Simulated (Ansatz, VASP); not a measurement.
**Two plane-wave programs on Cr**

Contents of INCAR:

```
SYSTEM = Cr
ALGO     = Normal         ! electronic algorithm
EDIFF    = 1E-6           ! SCF threshold, eV
ENCUT    = 520            ! plane-wave cutoff, eV
GGA      = CA             ! functional
GGA_COMPAT= .False.      
ISIF     = 2              ! what is computed and relaxed
ISMEAR   = -1             ! smearing method
LASPH    = .True.         ! aspherical terms in the spheres
LCHARG   = .True.         ! write CHGCAR
LMAXMIX  = 4              ! l up to which the mixer works
LORBIT   = 11             ! projections on sites
LORBMOM  = .True.       
LREAL    = .False.        ! projectors in reciprocal space
LSORBIT  = .True.         ! spin-orbit coupling
LVHAR    = .True.       
LWAVE    = .False.        ! write WAVECAR
MAGMOM   = 0 0 0          ! initial moments
NBANDS   = 23             ! bands
NELM     = 150            ! most SCF steps
PREC     = Accurate       ! precision mode
SIGMA    = 0.1            ! smearing width, eV
```

The input KPOINTS:

```
k-points
0
Gamma
  14 14 14
  0 0 0
```

Contents of POSCAR:

```
Cr
1.0
    2.2822183303      0.0000000000      0.0000000000
    0.0000000000      2.2822183303      0.0000000000
    0.0000000000      0.0000000000      2.2822183303
Cr
1
Direct
    0.0000000000      0.0000000000      0.0000000000
```

Input for Ansatz:

```yaml
crystal:
  lattice:
    - [2.2822183303, 0.0, 0.0]
    - [0.0, 2.2822183303, 0.0]
    - [0.0, 0.0, 2.2822183303]
  atoms:
    - { symbol: Cr, position: [0.0, 0.0, 0.0] }
hamiltonian:
  xc: lda
  pseudopotentials:
    kind: paw_fr
    azcp:
      Cr: "pseudopotentials/Cr.paw.azcp"
basis:
  ecutwfc: 420
  fft_grid_basis: typed
kpoints:
  mp_grid: { grid: [14, 14, 14], shift: [0, 0, 0] }
magnetization:
  noncollinear: true
  spin_orbit: true
scf:
  occupations: { method: fermi_dirac, width: 0.1 }
output:
  write_density: true
  write_potential: true
  elf: true
  volumetric_format: npy
```

Alike in both runs: task single point; functional LDA; k mesh 14 × 14 × 14; occupations fermi-dirac, width 0.1 eV; non-collinear spin, spin-orbit coupling.

|  | VASP | Ansatz |
| --- | --- | --- |
| version | VASP 6.6.1 | Ansatz 0.2.0 |
| potentials or method | VASP PAW LDA potentials, release 64 (Cr_pv), cutoff 520 eV | plane waves (420 eV) with PAW, fully relativistic with spin-orbit coupling |
| valence electrons in the cell | 12 | 14 |

```csv
,VASP,Ansatz,Ansatz less VASP
net moment per atom (μB),0.00,0.00,0.000
```

Ansatz warns that its potentials were made for another functional, while VASP's fit it. LDA's correlation is that of Perdew and Zunger in VASP and of Perdew and Wang (1992) in Ansatz. VASP's potentials hold 12 valence electrons a cell and Ansatz's 14, so a difference there can come from the potentials and not from the codes.
